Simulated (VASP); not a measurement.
# Te (R-3m) in VASP: notebook

Te is run at these levels: LDA; tasks: single point.

Program: VASP 6.6.1. These are calculated values, not measurements. Logs are shortened: lines on timing, memory, paths and dates and some standing lists are left out, and cuts for length are marked.

### 1 The cell of the first run

The structure is trigonal, space group R-3m (No. 166). Conventional cell: a = 4.672 Å, b = 4.672 Å, c = 5.140 Å, α = 90.00°, β = 90.00°, γ = 120.00°. Te (site symmetry -3m) has 6 Te at 3.20 Å within 4.2 Å.

### 2 Single point, LDA

INCAR reads:

```
ALGO     = Normal         # electronic algorithm
EDIFF    = 1E-6           # SCF threshold, eV
ENCUT    = 520            # plane-wave cutoff, eV
GGA      = CA             # functional
ISIF     = 2              # what is computed and relaxed
ISMEAR   = -1             # smearing method
LASPH    = T              # aspherical terms in the spheres
LCHARG   = T              # write CHGCAR
LELF     = T              # ELF
LREAL    = F              # projectors in reciprocal space
LVHAR    = T            
LWAVE    = F              # write WAVECAR
NBANDS   = 9              # bands
NELM     = 60             # most SCF steps
PREC     = Accurate       # precision mode
SIGMA    = 0.15           # smearing width, eV
```

KPOINTS reads:

```
k-points
0
Gamma
  7 7 7
```

POSCAR reads:

```
Te
1.0
    2.3362483219      1.3488332985      1.7132059465
   -2.3362483219      1.3488332985      1.7132059465
    0.0000000000     -2.6976676102      1.7132059465
Te
1
Direct
    0.5000000000      0.5000000000      0.5000000000
```

Potentials or basis: VASP PAW LDA potentials, release 64 (Te).

Started as:

```console
> cat potpaw_LDA.64/Te/POTCAR > POTCAR
> mpirun -np 1 vasp_std > vasp.out
```

OUTCAR:

```text
EDIFF = 1E-6
   ENCUT = 520
   GGA = CA
   ISIF = 2
   ISMEAR = -1
   LASPH = T
   LREAL = F
   NELM = 60
   PREC = Accurate

 ion  position               nearest neighbor table
   1  0.500  0.500  0.500-

  LATTYP: Found a trigonal (rhomboedric) cell.
 ALAT       =     3.1956979129
 COS(alpha) =    -0.0688989389

  Lattice vectors:

 A1 = (   2.3362483219,   1.3488332985,   1.7132059465)
 A2 = (  -2.3362483219,   1.3488332985,   1.7132059465)
 A3 = (   0.0000000000,  -2.6976676102,   1.7132059465)

Analysis of symmetry for initial positions (statically):
=====================================================================
 Subroutine PRICEL returns:
 Original cell was already a primitive cell.

 Routine SETGRP: Setting up the symmetry group for a
 trigonal (rhombohedral) supercell.

 Subroutine GETGRP returns: Found 12 space group operations
 (whereof 12 operations were pure point group operations)
 out of a pool of 12 trial point group operations.

The static configuration has the point symmetry D_3d.

Analysis of symmetry for dynamics (positions and initial velocities):
=====================================================================
 Subroutine PRICEL returns:
 Original cell was already a primitive cell.

 Routine SETGRP: Setting up the symmetry group for a
 trigonal (rhombohedral) supercell.

 Subroutine GETGRP returns: Found 12 space group operations
 (whereof 12 operations were pure point group operations)
 out of a pool of 12 trial point group operations.

The dynamic configuration has the point symmetry D_3d.

 Subroutine INISYM returns: Found 12 space group operations
 (whereof 12 operations are pure point group operations),
 and found     1 'primitive' translations

----------------------------------------------------------------------------------------

                                     Primitive cell

  volume of cell :      32.3920

  direct lattice vectors                    reciprocal lattice vectors
     2.336248322  1.348833298  1.713205947     0.214018345  0.123563546  0.194567020
    -2.336248322  1.348833298  1.713205947    -0.214018345  0.123563546  0.194567020
     0.000000000 -2.697667610  1.713205947     0.000000000 -0.247127091  0.194566947

  length of vectors
     3.195697436  3.195697436  3.195697913     0.314528420  0.314528420  0.314528371

  position of ions in fractional coordinates (direct lattice)
     0.500000000  0.500000000  0.500000000

  ion indices of the primitive-cell ions
   primitive index   ion index
                 1           1

----------------------------------------------------------------------------------------

 KPOINTS: k-points

Automatic generation of k-mesh.
 Grid dimensions read from file:
 generate k-points for:    7    7    7

 Generating k-lattice:

  Cartesian coordinates                     Fractional coordinates (reciprocal lattice)
     0.030574049  0.017651935  0.027795289     0.142857143 -0.000000000  0.000000000
    -0.030574049  0.017651935  0.027795289    -0.000000000  0.142857143  0.000000000
     0.000000000 -0.035303870  0.027795278     0.000000000  0.000000000  0.142857143

  Length of vectors
     0.044932631  0.044932631  0.044932624

  Shift w.r.t. Gamma in fractional coordinates (k-lattice)
     0.000000000  0.000000000  0.000000000

 Subroutine IBZKPT returns following result:
 ===========================================

 Found     44 irreducible k-points:

 Following reciprocal coordinates:
            Coordinates               Weight
  0.000000  0.000000  0.000000      1.000000
  0.142857 -0.000000  0.000000      6.000000
  0.285714  0.000000  0.000000      6.000000
  0.428571  0.000000  0.000000      6.000000
  0.142857  0.142857  0.000000      6.000000
  0.285714  0.142857  0.000000     12.000000
[... 16 lines left out ...]
  0.285714  0.285714  0.142857      6.000000
  0.428571  0.285714  0.142857     12.000000
 [... further k-points ...]
   k-points           NKPTS =     44   k-points in BZ     NKDIM =     44   number of bands    NBANDS=      9
   number of dos      NEDOS =    301   number of ions     NIONS =      1
   total plane-waves  NPLWV =  13824
   dimension x,y,z NGX =    24 NGY =   24 NGZ =   24
   dimension x,y,z NGXF=    48 NGYF=   48 NGZF=   48
   ions per type =               1
   NGX,Y,Z   is equivalent  to a cutoff of  12.49, 12.49, 12.49 a.u.
   NGXF,Y,Z  is equivalent  to a cutoff of  24.97, 24.97, 24.97 a.u.
 SYSTEM =  unknown system
   PREC   = accura    normal or accurate (medium, high low for compatibility)
   ISTART =      0    job   : 0-new  1-cont  2-samecut
   ICHARG =      2    charge: 1-file 2-atom 10-const
   ISPIN  =      1    spin polarized calculation?
   LNONCOLLINEAR =      F non collinear calculations
   LSORBIT =      F    spin-orbit coupling
   LASPH  =      T    aspherical Exc in radial PAW
   ENCUT  =  520.0 eV  38.22 Ry    6.18 a.u.   5.94  5.94  5.94*2*pi/ulx,y,z
   NELM   =     60;   NELMIN=  2; NELMDL= -5     # of ELM steps
   EDIFF  = 0.1E-05   stopping-criterion for ELM
   LREAL  =      F    real-space projection
   EDIFFG = 0.1E-04   stopping-criterion for IOM
   NSW    =      0    number of steps for IOM
   IBRION =     -1    ionic relax: 0-MD 1-quasi-New 2-CG
   NFREE  =      0    steps in history (QN), initial steepest desc. (CG)
   ISIF   =      2    stress and relaxation
   ISYM   =      2    0-nonsym 1-usesym 2-fastsym
   POTIM  = 0.5000    time-step for ionic-motion
   TEBEG  =    0.0;   TEEND  =   0.0 temperature during run
   PSTRESS=    0.0 pullay stress
   NELECT =       6.0000    total number of electrons
   NUPDOWN=      -1.0000    fix difference up-down
   EMIN   =  10.00;   EMAX   =-10.00  energy-range for DOS
   EFERMI =   0.00;   METHOD = LEGACY
   ISMEAR =    -1;   SIGMA  =   0.15  broadening in eV -4-tet -1-fermi 0-gaus
   EFERMI_NEDOS =   21; number of points for ismear=-14 and -15
   IALGO  =     38    algorithm
   IMIX   =      4    mixing-type and parameters
     AMIX     =   0.40;   BMIX     =  1.00
     AMIX_MAG =   1.60;   BMIX_MAG =  1.00
  volume/ion in A,a.u.               =      32.39       218.59
  Fermi-wavevector in a.u.,A,eV,Ry     =   0.933210  1.763510 11.849043  0.870880
  Thomas-Fermi vector in A             =   2.059887
   LORBIT       =      0    0 simple, 1 ext, 2 COOP (PROOUT), +10 PAW based schemes
   GGA     = CA    functional components
   LHFCALC =     F    Hartree Fock is set to
   AEXX    =    0.0000 exact exchange contribution
   IVDW    =     0    specifies the selected vdW correction
   LEPSILON=     F    determine dielectric tensor
   LRPA    =     F    only Hartree local field effects (RPA)
 non-spin polarized calculation
  energy-cutoff  :      520.00
  volume of cell :       32.39
 maximum number of plane-waves:       884
   NGX = 11   NGY = 11   NGZ = 11

 number of electron       6.0000000 magnetization

 Free energy of the ion-electron system (eV)
  ---------------------------------------------------
  ext. energy  EPLUGINS =         0.00000000
  ---------------------------------------------------
  free energy    TOTEN  =        -3.75555948 eV

  energy without entropy =       -3.70545790  energy(sigma->0) =       -3.73050869

 E-fermi :   6.4804     XC(G=0):  -9.5466

 val. band max:        6.3440710317   @ k =  -0.1429   0.1429   0.1429
 cond. band min:       6.5478246053   @ k =  -0.2857   0.1429   0.0000
 fundamental gap:      0.2037535736
 Fermi energy:         6.4803761936

 k-point     1 :       0.0000    0.0000    0.0000
  band No.  band energies     occupation
      1      -7.2737      2.00000
      2       7.3171      0.00753
      3       7.7676      0.00037
      4       7.7676      0.00037
      5      12.5321      0.00000
      6      12.5321      0.00000
      7      12.8080      0.00000
      8      22.9411      0.00000
      9      22.9753      0.00000

 k-point     2 :       0.1429   -0.0000    0.0000
  band No.  band energies     occupation
      1      -7.0346      2.00000
      2       5.4884      1.99732
      3       7.6735      0.00070
      4       7.9622      0.00010
      5      12.7598      0.00000
      6      12.9839      0.00000
      7      15.1874      0.00000
      8      20.2184      0.00000
      9      20.3685      0.00000

 k-point     3 :       0.2857    0.0000    0.0000
  band No.  band energies     occupation
      1      -6.3857      2.00000
      2       2.6180      2.00000
      3       8.1533      0.00003
      4       8.4578      0.00000
      5      13.3705      0.00000
      6      13.7970      0.00000
      7      17.4760      0.00000
      8      18.2132      0.00000
      9      19.4140      0.00000

 k-point     4 :       0.4286    0.0000    0.0000
  band No.  band energies     occupation
      1      -5.6658      2.00000
      2       0.6927      2.00000
      3       8.6276      0.00000
      4       8.9414      0.00000
      5      13.9836      0.00000
      6      14.9374      0.00000
      7      16.3336      0.00000
      8      17.3119      0.00000
      9      18.0171      0.00000
[... 205 lines left out ...]
 k-point    22 :      -0.1429    0.1429    0.1429
  band No.  band energies     occupation
      1      -6.5813      2.00000
      2       5.7995      1.97886
      3       5.9813      1.93070
      4       6.3441      1.42547
      5      14.9236      0.00000
      6      15.3280      0.00000
      7      15.5094      0.00000
      8      17.6016      0.00000
      9      18.1468      0.00000

 k-point    23 :       0.2857    0.2857    0.1429
  band No.  band energies     occupation
      1      -5.1185      2.00000
      2       3.2991      2.00000
      3       3.4639      2.00000
      4       6.6463      0.49729
      5      13.1661      0.00000
      6      16.0773      0.00000
      7      17.0458      0.00000
      8      18.3894      0.00000
      9      21.0707      0.00000

 k-point    24 :       0.4286    0.2857    0.1429
  band No.  band energies     occupation
      1      -4.4444      2.00000
      2       1.6595      2.00000
      3       4.0912      2.00000
      4       7.3098      0.00790
      5      11.1410      0.00000
      6      14.6289      0.00000
      7      17.2038      0.00000
      8      18.7969      0.00000
      9      21.9625      0.00000

 [... further k-points ...]

------------------------ aborting loop because EDIFF is reached ----------------------------------------

  FORCE on cell =-STRESS in cart. coord.  units (eV):
  Direction    XX          YY          ZZ          XY          YZ          ZX
  --------------------------------------------------------------------------------------
  -------------------------------------------------------------------------------------
  Total       -0.6994650     -0.6994650     -0.5449354      0.0000000      0.0000001      0.0000000
  in kB      -34.5969922    -34.5969942    -26.9536395      0.0000000      0.0000053      0.0000000
  external PRESSURE =     -32.0492086 kB  Pullay stress =       0.0000000 kB

 VOLUME and BASIS-vectors are now :
 -----------------------------------------------------------------------------
  energy-cutoff  :      520.00
  volume of cell :       32.39
      direct lattice vectors                 reciprocal lattice vectors
     2.336248322  1.348833298  1.713205947     0.214018345  0.123563546  0.194567020
    -2.336248322  1.348833298  1.713205947    -0.214018345  0.123563546  0.194567020
     0.000000000 -2.697667610  1.713205947     0.000000000 -0.247127091  0.194566947

 POSITION                                       TOTAL-FORCE (eV/Angst)
 -----------------------------------------------------------------------------------
      0.00000     -0.00000      2.56981         0.000000     -0.000000      0.000000
 -----------------------------------------------------------------------------------
    total drift:                                0.000000      0.000000     -0.000000

  FREE ENERGIE OF THE ION-ELECTRON SYSTEM (eV)
  ---------------------------------------------------
  free  energy   TOTEN  =        -3.7555594848 eV

  energy  without entropy=       -3.7054579030  energy(sigma->0) =       -3.73050869
```

It took 7 s on 1 thread of Intel Xeon 8259CL, shared host; peak memory 0.13 GiB.

Results:

```yaml
Free_energy: -3.7556 eV
Pressure: -3.2 GPa
Band_gap_on_the_k_mesh: zero (band 3 reaches 8.63 eV, above the bottom of band 4 at 4.04 eV)
```

Levels at points of the mesh, in eV from the Fermi level:
| k point | band 1 | band 2 | band 3 | band 4 | band 5 | band 6 |
| --- | --- | --- | --- | --- | --- | --- |
| (0.00, 0.00, 0.00) | -13.75 | 0.84 | 1.29 | 1.29 | 6.05 | 6.05 |

Caveat: spin-orbit coupling is left out, which moves the levels of the heavy elements.

### 3 Single point, LDA

This run uses another cell than the first one, of 33.01 Å³/atom, 1.019 times its volume.

INCAR reads:

```
  PREC = Accurate
  ENCUT = 520
  EDIFF = 1E-6
  ISMEAR = -1
  SIGMA = 0.15
  LREAL = F
  LASPH = T
  NELM = 60
  ALGO = Normal
  ISIF = 2
  LWAVE = F
  LCHARG = F
  GGA = CA
  NBANDS = 9
```

KPOINTS reads:

```
Automatic mesh
0
Gamma
  7 7 7
```

POSCAR reads:

```
Te
1.0
    2.3511292857      1.3574248251      1.7241183805
   -2.3511292857      1.3574248251      1.7241183805
    0.0000000000     -2.7148506698      1.7241183805
Te
1
Direct
    0.5000000000      0.5000000000      0.5000000000
```

Potentials or basis: VASP PAW LDA potentials, release 64 (Te).

Started as:

```console
> cat potpaw_LDA.64/Te/POTCAR > POTCAR
> mpirun -np 1 vasp_std > vasp.out
```

It took 6 s on 1 thread of Intel Xeon 8259CL, shared host; peak memory 0.13 GiB.

Results (log left out):

| Item | Value |
| --- | --- |
| Free energy | -3.7416 eV |
| Pressure | -4.0 GPa |
| Band gap on the k mesh | zero (band 3 reaches 8.32 eV, above the bottom of band 4 at 3.84 eV) |

Stress tensor (GPa, compression positive):
```
-4.34  0.00  0.00
 0.00 -4.34  0.00
 0.00  0.00 -3.40
```

Levels at points of the mesh, in eV from the Fermi level:
| k point | band 1 | band 2 | band 3 | band 4 | band 5 | band 6 | band 7 | band 8 |
| --- | --- | --- | --- | --- | --- | --- | --- | --- |
| (0.00, 0.00, 0.00) | -13.61 | 0.82 | 1.26 | 1.26 | 6.07 | 6.07 | 6.25 | 16.35 |

Caveat: spin-orbit coupling is left out, which moves the levels of the heavy elements.
